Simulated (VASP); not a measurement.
Set up this calculation in VASP 6.6.1, as the native input.

```yaml
Task: relaxation of the atoms
Functional: PBEsol
Potentials_or_basis: VASP PAW PBE potentials, release 64 (Al, O)
Cutoff: 520 eV
k_mesh: 9 × 9 × 1
Occupations: gaussian, width 0.1 eV
Spin: no spin polarisation
Dipole_correction: yes
Atoms_held_fixed_from_0: "[0, 1, 2, 3]"
Further_INCAR_settings: ALGO = Normal; EDIFF = 1e-07; IBRION = 2; EDIFFG = -0.025; NSW = 36
```

The structure of Al3O lies in POSCAR:

```
Al3O
1.0
    2.8394270062      0.0000000000      0.0000000000
    0.0000000000      2.8394270062      0.0000000000
    0.0000000000      0.0000000000     19.6413451717
Al O
3 1
Selective dynamics
Direct
    0.5000000000      0.5000000000      0.2036520394  F F F
    0.0000000000      0.0000000000      0.3090064802  F F F
    0.5000000000      0.5000000000      0.4145003868  F F F
    0.6666666667      0.6666666667      0.4919781280  F F T
```

These files were run (other wordings do the same):

INCAR

```
SYSTEM = Al3O
ALGO = Normal
DIPOL = 0.5 0.5 0.355
EDIFF = 1E-7
EDIFFG = -0.025
ENCUT = 520
GGA = PS
IBRION = 2
IDIPOL = 3
ISIF = 2
ISMEAR = 0
LASPH = .TRUE.
LCHARG = .FALSE.
LDIPOL = .TRUE.
LREAL = .FALSE.
LWAVE = .FALSE.
NELM = 100
NSW = 36
PREC = Accurate
SIGMA = 0.1
```

KPOINTS

```
k-points
0
G
  9 9 1
  0 0 0
```

Potentials or basis: VASP PAW PBE potentials, release 64 (Al, O).

Run with:

```console
$ cat potpaw_PBE.64/Al/POTCAR potpaw_PBE.64/O/POTCAR > POTCAR
$ mpirun -np 1 vasp_std > vasp.out
```

Results of the run:

```json
{
 "Energy gained by relaxing": "1.1 meV/atom",
 "Ionic steps": "3"
}
```

Caveat: an odd number of electrons without spin polarisation forces a metal; a magnetic or distorted state may lie lower.

Run time: 2.6 min on 1 thread of Intel(R) Xeon(R) Platinum 8259CL CPU @ 2.50GHz (Skylake/Cascade Lake), on a shared host, peak memory 0.29 GiB.
